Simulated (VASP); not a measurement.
A run of VASP 6.6.1 is set up as follows.

File INCAR:

```
PREC = Accurate
ENCUT = 520
EDIFF = 1E-6
ISMEAR = 0
SIGMA = 0.1
LREAL = F
LASPH = T
NELM = 150
ALGO = Normal
ISIF = 2
LWAVE = F
LCHARG = F
ISPIN = 2
MAGMOM = 4.07 4.07 -3.89 0 0
LORBIT = 11
LMAXMIX = 4
GGA = PE
NBANDS = 36
```

The input KPOINTS:

```
regular mesh
0
Gamma
  4 4 6
```

File POSCAR:

```
Mn3AlN
1.0
    2.6164841103     -5.1809802005      0.0000000000
    2.6164841103      5.1809802005      0.0000000000
    0.0000000000      0.0000000000      3.5178683058
Mn Al N
3 1 1
Direct
    0.7394117297      0.2605882703      0.0000000000
    0.2605882703      0.7394117297      0.0000000000
    0.5000000000      0.5000000000      0.0000000000
    0.0000000000      0.0000000000      0.0000000000
    0.0000000000      0.0000000000      0.5000000000
```

Potentials or basis: VASP PAW PBE potentials, release 64 (Mn_pv, Al, N).

Run with:

```console
$ cat potpaw_PBE.64/Mn_pv/POTCAR potpaw_PBE.64/Al/POTCAR potpaw_PBE.64/N/POTCAR > POTCAR
$ mpirun -np 1 vasp_std > vasp.out
```

(1) Estimate the largest force.

(2) What does it give for the pressure?

Answers

(1) 0.025 eV/Å.

(2) -0.1 GPa.
